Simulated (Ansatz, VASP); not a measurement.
## One calculation of HfO2, two programs

The input INCAR:

```
SYSTEM = HfO2
PREC = Accurate
ENCUT = 600
EDIFF = 1E-6
ISMEAR = 0
SIGMA = 0.02
LREAL = .False.
LASPH = .True.
NELM = 120
ALGO = Normal
ISIF = 2
LWAVE = .False.
LCHARG = .False.
GGA = PE
NBANDS = 18
GGA_COMPAT = .False.
```

Contents of KPOINTS:

```
Automatic mesh
0
Gamma
  8 8 8
  0 0 0
```

File POSCAR:

```
HfO2
1.0
    0.0000000000      2.5575000000      2.5575000000
    2.5575000000      0.0000000000      2.5575000000
    2.5575000000      2.5575000000      0.0000000000
Hf O
1 2
Direct
    0.0000000000      0.0000000000      0.0000000000
    0.2500000000      0.2500000000      0.2500000000
    0.7500000000      0.7500000000      0.7500000000
```

Input for Ansatz:

```yaml
crystal:
  lattice:
    - [0.0, 2.5575, 2.5575]
    - [2.5575, 0.0, 2.5575]
    - [2.5575, 2.5575, 0.0]
  atoms:
    - { symbol: Hf, position: [0.0, 0.0, 0.0] }
    - { symbol: O, position: [0.25, 0.25, 0.25] }
    - { symbol: O, position: [0.75, 0.75, 0.75] }
basis:
  ecutwfc: 420
kpoints:
  mp_grid: { grid: [8, 8, 8] }
hamiltonian:
  xc: pbe
scf:
  occupations: { method: gaussian, width: 0.02 }
output:
  forces: true
  stress: true
  eigenvalues: true
```

Alike in both runs: task single point; functional PBE; k mesh 8 × 8 × 8; occupations gaussian, width 0.02 eV; no spin polarisation.

|  | VASP | Ansatz |
| --- | --- | --- |
| version | VASP 6.6.1 | Ansatz 0.2.0 |
| potentials or method | VASP PAW PBE potentials, release 64 (Hf_pv, O), cutoff 600 eV | scalar-relativistic, plane waves, PAW |
| valence electrons in the cell | 22 | 38 |

|  | VASP | Ansatz | Ansatz less VASP |
| --- | --- | --- | --- |
| gap on the k mesh at the Fermi level (eV) | 3.73 | 3.72 | -0.010 |
| least direct gap on the mesh (eV) | 3.73 | 3.72 | -0.010 |
| pressure (GPa) | -6.2 | -2.5 | +3.76 |

VASP's potentials hold 22 valence electrons a cell and Ansatz's 38, so a difference there can come from the potentials and not from the codes.

Neither program's run includes spin-orbit coupling.
